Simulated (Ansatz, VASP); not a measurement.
# Two plane-wave programs on BN

The input INCAR:

```
SYSTEM = BN
  PREC = Accurate
  ENCUT = 520
  EDIFF = 1E-7
  ISMEAR = 0
  SIGMA = 0.05
  LREAL = .FALSE.
  LASPH = .TRUE.
  NELM = 60
  ALGO = Normal
  ISIF = 2
  LWAVE = .FALSE.
  LCHARG = .FALSE.
  GGA = PE
  NBANDS = 16
```

File KPOINTS:

```
regular mesh
0
G
  12 12 6
  0 0 0
```

The input POSCAR:

```
BN
1.0
    2.5545800960      0.0000000000      0.0000000000
   -1.2772900480      2.2123312591      0.0000000000
    0.0000000000      0.0000000000      4.2245145352
B N
2 2
Direct
    0.6666666667      0.3333333333      0.9998058547
    0.3333333333      0.6666666667      0.4998058547
    0.6666666667      0.3333333333      0.7317152606
    0.3333333333      0.6666666667      0.1251941453
```

Input for Ansatz:

```yaml
crystal:
  lattice:
    - [2.554580096, 0.0, 0.0]
    - [-1.277290048, 2.2123312591, 0.0]
    - [0.0, 0.0, 4.2245145352]
  atoms:
    - { symbol: B, position: [0.6666666667, 0.3333333333, 0.9998058547] }
    - { symbol: B, position: [0.3333333333, 0.6666666667, 0.4998058547] }
    - { symbol: "N", position: [0.6666666667, 0.3333333333, 0.7317152606] }
    - { symbol: "N", position: [0.3333333333, 0.6666666667, 0.1251941453] }
basis:
  ecutwfc: 420
kpoints:
  mp_grid: { grid: [12, 12, 6] }
hamiltonian:
  xc: pbe
scf:
  occupations: { method: gaussian, width: 0.05 }
output:
  forces: true
  stress: true
  eigenvalues: true
```

Alike in both runs: task single point; functional PBE; k mesh 12 × 12 × 6; occupations gaussian, width 0.05 eV; no spin polarisation.

```csv
,VASP,Ansatz
version,VASP 6.6.1,Ansatz 0.2.0
potentials or method,"VASP PAW PBE potentials, release 64 (B, N), cutoff 520 eV","scalar-relativistic, plane waves, PAW"
valence electrons in the cell,16,16
```

VASP gave:

| Item | Value |
| --- | --- |
| gap on the k mesh at the Fermi level (eV) | 1.07 |
| least direct gap on the mesh (eV) | 4.77 |
| rms of the force components (eV/Å) | 12.619 |

Estimate Ansatz's values.

gap on the k mesh at the Fermi level (eV): 1.08; least direct gap on the mesh (eV): 4.77; rms of the force components (eV/Å): 12.482.

Atom by atom the forces differ by 0.139 eV/Å (rms over components).
